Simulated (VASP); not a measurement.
Input of a VASP 6.6.1 run:

The input INCAR:

```
PREC = Accurate
ENCUT = 520
EDIFF = 1E-6
ISMEAR = -1
SIGMA = 0.1
LREAL = False
LASPH = True
NELM = 60
ALGO = Normal
ISIF = 2
LWAVE = False
LCHARG = False
GGA = PE
NBANDS = 21
```

Contents of KPOINTS:

```
regular mesh
0
Gamma
  13 13 13
```

POSCAR

```
Pb
1.0
   -3.0393400254      3.0393400254      1.6260127666
    3.0393400254     -3.0393400254      1.6260127666
    3.0393400254      3.0393400254     -1.6260127666
Pb
2
Direct
   -0.3750000000     -0.1250000000     -0.2500000000
    0.3750000000      0.1250000000      0.2500000000
```

Potentials or basis: VASP PAW PBE potentials, release 64 (Pb_d).

Command:

```console
$ cat potpaw_PBE.64/Pb_d/POTCAR > POTCAR
$ mpirun -np 1 vasp_std > vasp.out
```

**Question.** What does it give for the pressure?

**Answer.** 4.8 GPa.

**Question.** What does it give for the band gap on the k mesh?

**Answer.** Zero (bands 14 and 15 overlap by 3.48 eV).

Caveat: the cell stands under pressure; spin-orbit coupling is left out, which moves the levels of the heavy elements.
